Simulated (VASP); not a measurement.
Runs of VASP 6.6.1 on AlN. The structure is that of space group F-43m (No. 216), or close to it. The cells are those of the table. 

```tsv
level	cell	k mesh	smearing	gap on the mesh (eV)	pressure (GPa)	largest force (eV/Å)
PBE	a = 3.097 Å, angles 61.2°, 2 atoms	10 × 10 × 10	fermi-dirac 0.02 eV	3.16	-2.2	0.03
r2SCAN	a = 3.105 Å, angles 62.3°, 2 atoms	10 × 10 × 10	gaussian 0.01 eV	(a)	-12.3	-
PBE	a = 3.087 Å, angles 59.4°, 2 atoms	10 × 10 × 10	fermi-dirac 0.02 eV	(b)	8.0	0.01
r2SCAN	a = 3.087 Å, angles 59.4°, 2 atoms	10 × 10 × 10	gaussian 0.01 eV	3.90	(c)	-
PBE	a = 3.097 Å, angles 61.2°, 2 atoms	6 × 6 × 6	gaussian 0.01 eV	3.15	-2.2	0.03
```

Alike in all rows: task single point; potentials or basis VASP PAW PBE potentials, release 64 (Al, N); no spin polarisation; cutoff (eV) 520.

Question: Fill in the values left out.

Answer: (a) 3.59; (b) 3.28; (c) 3.2.

Caveats: the PAW data sets were made with another functional, which shifts forces and pressure a little (some runs).

A k mesh can miss the band edges.
